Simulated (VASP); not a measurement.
TaN, 6 atoms in the cell. It takes space group P-6m2 (No. 187, hexagonal). Conventional cell: a = 2.924 Å, b = 2.924 Å, c = 2.871 Å, α = 90.00°, β = 90.00°, γ = 120.00°. Ta (site symmetry -6m2) has 6 N at 2.22 Å and 8 Ta at 2.87 to 2.92 Å within 3.0 Å. Within 3.0 Å of N (site symmetry -6m2) lie 6 Ta at 2.22 Å and 8 N at 2.87 to 2.92 Å. 

```yaml
Program: VASP 6.6.1
Task: single point
Functional: PBEsol
Potentials_or_basis: VASP PAW PBE potentials, release 64 (Ta_pv, N)
Cutoff: 520 eV
k_mesh: 23 × 23 × 7
Occupations: gaussian, width 0.15 eV
Spin: no spin polarisation
Dipole_correction: no
Further_INCAR_settings: ALGO = Normal; EDIFF = 1e-06; NBANDS = 33
```

Potentials or basis: VASP PAW PBE potentials, release 64 (Ta_pv, N).

The run is started by

```bash
$ cat potpaw_PBE.64/Ta_pv/POTCAR potpaw_PBE.64/N/POTCAR > POTCAR
$ mpirun -np 1 vasp_std > vasp.out
```

Hardware: 1 thread of Intel Xeon 8259CL, on a shared host.

Question: How long does it take, and how much memory?

Answer: Run time: 19 min on 1 thread of Intel Xeon 8259CL, on a shared host, peak memory 0.46 GiB. Counts: scf iterations 13, k points 224.
